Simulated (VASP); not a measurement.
# Mo (Fm-3m) in VASP: single point with PBE

Aim: the single point of Mo with PBE.

All numbers are computed with VASP 6.6.1; they aren't measurements. Logs are shortened: lines on timing, memory, paths and dates and some standing lists are left out, and cuts for length are marked.

## 1. The cell of the first run

The structure is cubic, space group Fm-3m (No. 225). The conventional cell has a = 3.969 Å, b = 3.969 Å, c = 3.969 Å, α = 90.00°, β = 90.00°, γ = 90.00°. Mo (site symmetry m-3m) has 12 Mo at 2.81 Å within 3.7 Å.

## 2. Single point, PBE

Input file INCAR:

```
SYSTEM = Mo
PREC = Accurate
ENCUT = 520
EDIFF = 1E-7
ISMEAR = 0
SIGMA = 0.05
LREAL = .False.
LASPH = .True.
NELM = 100
ALGO = Normal
ISIF = 2
LWAVE = .False.
LCHARG = .True.
GGA = PE
LELF = .True.
LVHAR = .True.
NBANDS = 13
```

Input file KPOINTS:

```
regular mesh
0
Gamma
  18 18 18
  0 0 0
```

Input file POSCAR:

```
Mo
1.0
    0.0000000000      1.9843740664      1.9843740664
    1.9843740664      0.0000000000      1.9843740664
    1.9843740664      1.9843740664      0.0000000000
Mo
1
Direct
    0.0000000000      0.0000000000      0.0000000000
```

Potentials or basis: VASP PAW PBE potentials, release 64 (Mo_sv).

Run with:

```sh
$ cat potpaw_PBE.64/Mo_sv/POTCAR > POTCAR
$ mpirun -np 1 vasp_std > vasp.out
```

OUTCAR:

```text
SYSTEM = Mo
   PREC = Accurate
   ENCUT = 520
   EDIFF = 1E-7
   ISMEAR = 0
   LREAL = .False.
   LASPH = .True.
   NELM = 100
   ISIF = 2
   GGA = PE

 ion  position               nearest neighbor table
   1  0.000  0.000  0.000-

  LATTYP: Found a face centered cubic cell.
 ALAT       =     3.9687481328

  Lattice vectors:

 A1 = (   0.0000000000,   1.9843740664,   1.9843740664)
 A2 = (   1.9843740664,   0.0000000000,   1.9843740664)
 A3 = (   1.9843740664,   1.9843740664,   0.0000000000)

Analysis of symmetry for initial positions (statically):
=====================================================================
 Subroutine PRICEL returns:
 Original cell was already a primitive cell.

 Routine SETGRP: Setting up the symmetry group for a
 face centered cubic supercell.

 Subroutine GETGRP returns: Found 48 space group operations
 (whereof 48 operations were pure point group operations)
 out of a pool of 48 trial point group operations.

The static configuration has the point symmetry O_h .

Analysis of symmetry for dynamics (positions and initial velocities):
=====================================================================
 Subroutine PRICEL returns:
 Original cell was already a primitive cell.

 Routine SETGRP: Setting up the symmetry group for a
 face centered cubic supercell.

 Subroutine GETGRP returns: Found 48 space group operations
 (whereof 48 operations were pure point group operations)
 out of a pool of 48 trial point group operations.

The dynamic configuration has the point symmetry O_h .

 Subroutine INISYM returns: Found 48 space group operations
 (whereof 48 operations are pure point group operations),
 and found     1 'primitive' translations

----------------------------------------------------------------------------------------

                                     Primitive cell

  volume of cell :      15.6279

  direct lattice vectors                    reciprocal lattice vectors
     0.000000000  1.984374066  1.984374066    -0.251968622  0.251968622  0.251968622
     1.984374066  0.000000000  1.984374066     0.251968622 -0.251968622  0.251968622
     1.984374066  1.984374066  0.000000000     0.251968622  0.251968622 -0.251968622

  length of vectors
     2.806328718  2.806328718  2.806328718     0.436422456  0.436422456  0.436422456

  position of ions in fractional coordinates (direct lattice)
     0.000000000  0.000000000  0.000000000

  ion indices of the primitive-cell ions
   primitive index   ion index
                 1           1

----------------------------------------------------------------------------------------

 KPOINTS: regular mesh

Automatic generation of k-mesh.
 Grid dimensions read from file:
 generate k-points for:   18   18   18

 Generating k-lattice:

  Cartesian coordinates                     Fractional coordinates (reciprocal lattice)
    -0.013998257  0.013998257  0.013998257     0.055555556  0.000000000  0.000000000
     0.013998257 -0.013998257  0.013998257     0.000000000  0.055555556  0.000000000
     0.013998257  0.013998257 -0.013998257     0.000000000  0.000000000  0.055555556

  Length of vectors
     0.024245692  0.024245692  0.024245692

  Shift w.r.t. Gamma in fractional coordinates (k-lattice)
     0.000000000  0.000000000  0.000000000

 Subroutine IBZKPT returns following result:
 ===========================================

 Found    195 irreducible k-points:

 Following reciprocal coordinates:
            Coordinates               Weight
  0.000000  0.000000  0.000000      1.000000
  0.055556  0.000000  0.000000      8.000000
  0.111111  0.000000  0.000000      8.000000
  0.166667  0.000000  0.000000      8.000000
  0.222222  0.000000  0.000000      8.000000
  0.277778  0.000000  0.000000      8.000000
[... 16 lines left out ...]
 -0.277778  0.055556  0.000000     24.000000
 -0.222222  0.055556  0.000000     24.000000
 [... further k-points ...]
   k-points           NKPTS =    195   k-points in BZ     NKDIM =    195   number of bands    NBANDS=     13
   number of dos      NEDOS =    301   number of ions     NIONS =      1
   total plane-waves  NPLWV =  13824
   dimension x,y,z NGX =    24 NGY =   24 NGZ =   24
   dimension x,y,z NGXF=    48 NGYF=   48 NGZF=   48
   ions per type =               1
   NGX,Y,Z   is equivalent  to a cutoff of  14.22, 14.22, 14.22 a.u.
   NGXF,Y,Z  is equivalent  to a cutoff of  28.44, 28.44, 28.44 a.u.
 SYSTEM =  Mo
   PREC   = accura    normal or accurate (medium, high low for compatibility)
   ISTART =      0    job   : 0-new  1-cont  2-samecut
   ICHARG =      2    charge: 1-file 2-atom 10-const
   ISPIN  =      1    spin polarized calculation?
   LNONCOLLINEAR =      F non collinear calculations
   LSORBIT =      F    spin-orbit coupling
   LASPH  =      T    aspherical Exc in radial PAW
   ENCUT  =  520.0 eV  38.22 Ry    6.18 a.u.   5.22  5.22  5.22*2*pi/ulx,y,z
   NELM   =    100;   NELMIN=  2; NELMDL= -5     # of ELM steps
   EDIFF  = 0.1E-06   stopping-criterion for ELM
   LREAL  =      F    real-space projection
   EDIFFG = 0.1E-05   stopping-criterion for IOM
   NSW    =      0    number of steps for IOM
   IBRION =     -1    ionic relax: 0-MD 1-quasi-New 2-CG
   NFREE  =      0    steps in history (QN), initial steepest desc. (CG)
   ISIF   =      2    stress and relaxation
   ISYM   =      2    0-nonsym 1-usesym 2-fastsym
   POTIM  = 0.5000    time-step for ionic-motion
   TEBEG  =    0.0;   TEEND  =   0.0 temperature during run
   PSTRESS=    0.0 pullay stress
   NELECT =      14.0000    total number of electrons
   NUPDOWN=      -1.0000    fix difference up-down
   EMIN   =  10.00;   EMAX   =-10.00  energy-range for DOS
   EFERMI =   0.00;   METHOD = LEGACY
   ISMEAR =     0;   SIGMA  =   0.05  broadening in eV -4-tet -1-fermi 0-gaus
   EFERMI_NEDOS =   21; number of points for ismear=-14 and -15
   IALGO  =     38    algorithm
   IMIX   =      4    mixing-type and parameters
     AMIX     =   0.40;   BMIX     =  1.00
     AMIX_MAG =   1.60;   BMIX_MAG =  1.00
  volume/ion in A,a.u.               =      15.63       105.46
  Fermi-wavevector in a.u.,A,eV,Ry     =   1.578159  2.982287 33.886458  2.490584
  Thomas-Fermi vector in A             =   2.678732
   LORBIT       =      0    0 simple, 1 ext, 2 COOP (PROOUT), +10 PAW based schemes
   GGA     = PE    functional components
   LHFCALC =     F    Hartree Fock is set to
   AEXX    =    0.0000 exact exchange contribution
   IVDW    =     0    specifies the selected vdW correction
   LEPSILON=     F    determine dielectric tensor
   LRPA    =     F    only Hartree local field effects (RPA)
 non-spin polarized calculation
 Gauss-broadening in eV      SIGMA  =   0.05
  energy-cutoff  :      520.00
  volume of cell :       15.63
 maximum number of plane-waves:       444
 NGX is ok and might be reduce to    24
   NGX = 11   NGY = 11   NGZ = 11

 number of electron      13.9999999 magnetization

 Free energy of the ion-electron system (eV)
  ---------------------------------------------------
  ext. energy  EPLUGINS =         0.00000000
  ---------------------------------------------------
  free energy    TOTEN  =       -10.50473365 eV

  energy without entropy =      -10.50316836  energy(sigma->0) =      -10.50395100

 E-fermi :  12.1518     XC(G=0): -13.3731

 val. band max:       12.1481488732   @ k =   0.3333   0.1111   0.0000
 cond. band min:      12.1664209690   @ k =   0.2778   0.1111   0.0556
 fundamental gap:      0.0182720957
 Fermi energy:        12.1518292494

 k-point     1 :       0.0000    0.0000    0.0000
  band No.  band energies     occupation
      1     -48.5298      2.00000
      2     -21.8183      2.00000
      3     -21.8183      2.00000
      4     -21.8183      2.00000
      5       5.3671      2.00000
      6      11.4239      2.00000
      7      11.4239      2.00000
      8      11.4239      2.00000
      9      14.1987      0.00000
     10      14.1987      0.00000
     11      25.2848      0.00000
     12      30.6637      0.00000
     13      30.6637      0.00000

 k-point     2 :       0.0556    0.0000    0.0000
  band No.  band energies     occupation
      1     -48.5224      2.00000
      2     -21.8637      2.00000
      3     -21.8239      2.00000
      4     -21.8239      2.00000
      5       5.4972      2.00000
      6      11.3335      2.00000
      7      11.4834      2.00000
      8      11.4834      2.00000
      9      14.1492      0.00000
     10      14.1492      0.00000
     11      25.5378      0.00000
     12      30.0941      0.00000
     13      30.8982      0.00000

 k-point     3 :       0.1111    0.0000    0.0000
  band No.  band energies     occupation
      1     -48.5012      2.00000
      2     -21.9933      2.00000
      3     -21.8401      2.00000
      4     -21.8401      2.00000
      5       5.8686      2.00000
      6      11.1049      2.00000
      7      11.6385      2.00000
      8      11.6385      2.00000
      9      14.0378      0.00000
     10      14.0378      0.00000
     11      26.2247      0.00000
     12      28.9572      0.00000
     13      31.5802      0.00000
[... 305 lines left out ...]
 k-point    23 :      -0.2778    0.0556    0.0000
  band No.  band energies     occupation
      1     -48.3664      2.00000
      2     -22.7434      2.00000
      3     -21.9860      2.00000
      4     -21.9229      2.00000
      5       7.6195      2.00000
      6      11.0543      2.00000
      7      11.6494      2.00000
      8      11.7796      2.00000
      9      14.3080      0.00000
     10      15.2884      0.00000
     11      25.3361      0.00000
     12      28.7338      0.00000
     13      34.0443      0.00000

 k-point    24 :      -0.2222    0.0556    0.0000
  band No.  band energies     occupation
      1     -48.4089      2.00000
      2     -22.5093      2.00000
      3     -21.9531      2.00000
      4     -21.8903      2.00000
      5       7.2857      2.00000
      6      10.6626      2.00000
      7      11.8293      2.00000
      8      11.9372      2.00000
      9      13.8059      0.00000
     10      14.7305      0.00000
     11      26.1927      0.00000
     12      28.8735      0.00000
     13      33.5348      0.00000

 [... further k-points ...]
[... 5 lines left out ...]
  --------------------------------------------------------------------------------------
  -------------------------------------------------------------------------------------
  Total        0.6720643      0.6720643      0.6720643      0.0000000     -0.0000000      0.0000000
  in kB       68.9002530     68.9002530     68.9002530      0.0000000     -0.0000000      0.0000000
  external PRESSURE =      68.9002530 kB  Pullay stress =       0.0000000 kB

 VOLUME and BASIS-vectors are now :
 -----------------------------------------------------------------------------
  energy-cutoff  :      520.00
  volume of cell :       15.63
      direct lattice vectors                 reciprocal lattice vectors
     0.000000000  1.984374066  1.984374066    -0.251968622  0.251968622  0.251968622
     1.984374066  0.000000000  1.984374066     0.251968622 -0.251968622  0.251968622
     1.984374066  1.984374066  0.000000000     0.251968622  0.251968622 -0.251968622

 POSITION                                       TOTAL-FORCE (eV/Angst)
 -----------------------------------------------------------------------------------
      0.00000      0.00000      0.00000        -0.000000     -0.000000     -0.000000
 -----------------------------------------------------------------------------------
    total drift:                               -0.000000      0.000000      0.000000

  FREE ENERGIE OF THE ION-ELECTRON SYSTEM (eV)
  ---------------------------------------------------
  free  energy   TOTEN  =       -10.5047336451 eV

  energy  without entropy=      -10.5031683558  energy(sigma->0) =      -10.50395100
```

Run time: 25 s. Hardware: 1 thread of Intel Xeon 6975P-C, shared host; peak memory 0.17 GiB.

Results:

| Quantity | Value |
| --- | --- |
| Free energy | -10.5047 eV |
| Pressure | 6.9 GPa |
| Band gap on the k mesh | zero (band 7 reaches 16.30 eV, above the bottom of band 8 at 11.42 eV) |
